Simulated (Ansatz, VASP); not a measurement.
# Li2Se in VASP and in Ansatz

```
CELL_PARAMETERS angstrom
0.00000 3.00250 3.00250
3.00250 0.00000 3.00250
3.00250 3.00250 0.00000
ATOMIC_POSITIONS crystal
Li 0.25000 0.25000 0.25000
Li 0.75000 0.75000 0.75000
Se 0.00000 0.00000 0.00000
```

Alike in both runs: task electric field gradients; functional LDA; k mesh 9 × 9 × 9; occupations fermi-dirac, width 0.03 eV; no spin polarisation.

|  | VASP | Ansatz |
| --- | --- | --- |
| version | VASP 6.6.1 | Ansatz 0.2.0 |
| potentials or method | VASP PAW LDA potentials, release 64 (Li_sv, Se) | PAW with Ansatz's default frozen-core files, scalar-relativistic |
| plane-wave cutoff (eV) | 650 | 420 |
| valence electrons in the cell | 12 | 22 |

Ansatz gave:

| Quantity | Value |
| --- | --- |
| gap on the k mesh at the Fermi level (eV) | 2.89 |
| pressure (GPa) | -2.6 |

Task: Estimate VASP's values.

Result: gap on the k mesh at the Fermi level (eV): 2.89; pressure (GPa): -2.7.

LDA's correlation is that of Perdew and Zunger in VASP and of Perdew and Wang (1992) in Ansatz. VASP's potentials hold 12 valence electrons a cell and Ansatz's 22, so a difference there can come from the potentials and not from the codes.
